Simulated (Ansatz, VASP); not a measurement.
**HfAlO in VASP and in Ansatz**

```xyz
6
Lattice="3.8783 0.0000 0.0000 0.0000 3.8783 0.0000 0.0000 0.0000 6.8258" Properties=species:S:1:pos:R:3 pbc="T T T"
Hf    1.9391    0.0000    4.5596
Hf    0.0000    1.9391    2.2662
Al    0.0000    0.0000    0.0000
Al    1.9391    1.9391    0.0000
O     1.9391    0.0000    1.3003
O     0.0000    1.9391    5.5255
```

Change from the starting cell: species swapped into the BaMnGe type (P4/nmm, No. 129).

Alike in both runs: task relaxation of cell and atoms; functional PBE; k mesh 4 × 4 × 4; occupations gaussian, width 0.1 eV; no spin polarisation.

```csv
,VASP,Ansatz
version,VASP 6.6.1,Ansatz 0.2.0
potentials or method,"VASP PAW PBE potentials, release 64 (Hf_pv, Al, O), cutoff 600 eV","scalar-relativistic, plane waves, PAW"
valence electrons in the cell,38,70
```

```csv
,VASP,Ansatz,Ansatz less VASP
"gap on the k mesh at the Fermi level, each at its own relaxed structure (eV)",none,none,-
relaxed volume (Å³/atom),14.18,14.28,+0.100
relaxed length of the cell vector where the two differ most in proportion (Å),7.629,7.648,+0.0194
```

A gap of «none» marks a metal or a gap that the smearing closes. VASP's potentials hold 38 valence electrons a cell and Ansatz's 70, so a difference there can come from the potentials and not from the codes.

The k mesh is coarse, so the values compare programs but aren't converged. Neither program's run includes spin-orbit coupling. Noted on VASP's run: the volume moved by over 15 % at a fixed basis, so the end points are rough.
